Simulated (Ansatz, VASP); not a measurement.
**One calculation of Cu, two programs**

```xyz
1
Lattice="-1.4096 1.4096 1.3914 1.4096 -1.4096 1.3914 1.4096 1.4096 -1.3914" Properties=species:S:1:pos:R:3 pbc="T T T"
Cu    0.0000    0.0000    0.0000
```

Alike in both runs: task single point; functional LDA; k mesh 22 × 22 × 22; occupations gaussian, width 0.15 eV; no spin polarisation.

|  | VASP | Ansatz |
| --- | --- | --- |
| version | VASP 6.6.1 | Ansatz 0.2.0 |
| potentials or method | VASP PAW LDA potentials, release 64 (Cu), cutoff 520 eV | scalar-relativistic, plane waves, PAW |
| valence electrons in the cell | 11 | 19 |

```tsv
	VASP	Ansatz	Ansatz less VASP
gap on the k mesh at the Fermi level (eV)	none	none	-
pressure (GPa)	-1.3	-2.2	-0.89
traceless stress, the component that is largest in VASP (GPa)	-0.14	-0.13	+0.011
```

Ansatz warns that its potentials were made for another functional, while VASP's fit it. LDA's correlation is that of Perdew and Zunger in VASP and of Perdew and Wang (1992) in Ansatz. A gap of «none» marks a metal or a gap that the smearing closes. VASP's potentials hold 11 valence electrons a cell and Ansatz's 19, so a difference there can come from the potentials and not from the codes.
